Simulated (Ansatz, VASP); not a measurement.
CuPd: VASP beside Ansatz

```
CELL_PARAMETERS angstrom
2.98800 0.00000 0.00000
0.00000 2.98800 0.00000
0.00000 0.00000 3.04776
ATOMIC_POSITIONS crystal
Cu 0.00000 0.00000 0.00000
Pd 0.50000 0.50000 0.50000
```

Change from the starting cell: zz strain of +2 %, crystal datasets.

Alike in both runs: task electric field gradients; functional PBEsol; k mesh 14 × 14 × 14; occupations fermi-dirac, width 0.05 eV; no spin polarisation.

|  | VASP | Ansatz |
| --- | --- | --- |
| version | VASP 6.6.1 | Ansatz 0.2.0 |
| potentials or method | VASP PAW PBE potentials, release 64 (Cu, Pd), cutoff 520 eV | all-electron PAW with datasets made for the crystal, scalar-relativistic |

```tsv
	VASP	Ansatz	Ansatz less VASP
pressure (GPa)	-7.4	-7.6	-0.23
traceless stress, the component that is largest in VASP (GPa)	-0.35	-0.35	+0.001
size of Vzz on the site where it differs most (V/Å²)	4.1	4.3	+0.21
```

VASP's potentials were made for PBE, not for PBEsol. Ansatz ran all-electron here, and VASP with PAW potentials.
